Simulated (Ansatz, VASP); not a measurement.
# Ga in VASP and in Ansatz

```xyz
2
Lattice="1.3830 -4.0265 0.0000 1.3830 4.0265 0.0000 -0.1174 0.0000 3.3299" Properties=species:S:1:pos:R:3 pbc="T T T"
Ga    1.2949    2.9716    2.4974
Ga    1.3536   -2.9716    0.8325
```

Alike in both runs: task single point; functional revPBE; k mesh 10 × 10 × 8; occupations fermi-dirac, width 0.05 eV; no spin polarisation.

|  | VASP | Ansatz |
| --- | --- | --- |
| version | VASP 6.6.1 | Ansatz 0.2.0 |
| potentials or method | VASP PAW PBE potentials, release 64 (Ga_d), cutoff 520 eV | all-electron LAPW, scalar-relativistic |

Ansatz gave:

| Item | Value |
| --- | --- |
| gap on the k mesh at the Fermi level (eV) | none |
| pressure (GPa) | 3.1 |
| traceless stress, the component that is largest in VASP (GPa) | -1.07 |
| rms of the force components (eV/Å) | 0.120 |

Question: Which values does VASP return?

Answer: gap on the k mesh at the Fermi level (eV): none; pressure (GPa): 3.0; traceless stress, the component that is largest in VASP (GPa): -1.10; rms of the force components (eV/Å): 0.121.

VASP's potentials were made for PBE, not for revPBE. Atom by atom the forces differ by 0.001 eV/Å (rms over components). A gap of «none» marks a metal or a gap that the smearing closes. Ansatz ran all-electron here, and VASP with PAW potentials.
